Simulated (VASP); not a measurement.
Here is a VASP 6.6.1 calculation.

The input INCAR:

```
PREC     = Accurate       # precision mode
ENCUT    = 520            # plane-wave cutoff, eV
EDIFF    = 1E-6           # SCF threshold, eV
ISMEAR   = 0              # smearing method
SIGMA    = 0.15           # smearing width, eV
LREAL    = False          # projectors in reciprocal space
LASPH    = True           # aspherical terms in the spheres
NELM     = 150            # most SCF steps
ALGO     = Normal         # electronic algorithm
ISIF     = 2              # what is computed and relaxed
LWAVE    = False          # write WAVECAR
LCHARG   = True           # write CHGCAR
ISPIN    = 2              # spin polarisation
MAGMOM   = 0.2 0.2 0.2 0.2 0.2 0.2 0.2 0.2 0.2 0.2 # initial moments
LORBIT   = 11             # projections on sites
LMAXMIX  = 4              # l up to which the mixer works
GGA      = CA             # functional
LELF     = True           # ELF
LVHAR    = True         
NBANDS   = 56             # bands
```

Contents of KPOINTS:

```
regular mesh
0
Gamma
  4 4 4
```

File POSCAR:

```
Cs2TaHgF6
1.0
    0.0000000000      5.0350400000      5.0350400000
    5.0350400000      0.0000000000      5.0350400000
    5.0350400000      5.0350400000      0.0000000000
Cs Ta Hg F
2 1 1 6
Direct
    0.7500000000      0.7500000000      0.7500000000
    0.2500000000      0.2500000000      0.2500000000
    0.0000000000      0.0000000000      0.0000000000
    0.5000000000      0.5000000000      0.5000000000
    0.8014550000      0.1985450000      0.1985450000
    0.1985450000      0.1985450000      0.8014550000
    0.1985450000      0.8014550000      0.8014550000
    0.1985450000      0.8014550000      0.1985450000
    0.8014550000      0.1985450000      0.8014550000
    0.8014550000      0.8014550000      0.1985450000
```

Potentials or basis: VASP PAW LDA potentials, release 64 (Cs_sv, Ta_pv, Hg, F).

Launch:

```console
$ cat potpaw_LDA.64/Cs_sv/POTCAR potpaw_LDA.64/Ta_pv/POTCAR potpaw_LDA.64/Hg/POTCAR potpaw_LDA.64/F/POTCAR > POTCAR
$ mpirun -np 1 vasp_std > vasp.out
```

(1) Estimate the largest force.

(2) Predict the pressure.

Results:

(1) 0.582 eV/Å.

(2) -3.9 GPa.

Caveat: the cell stands under tension.
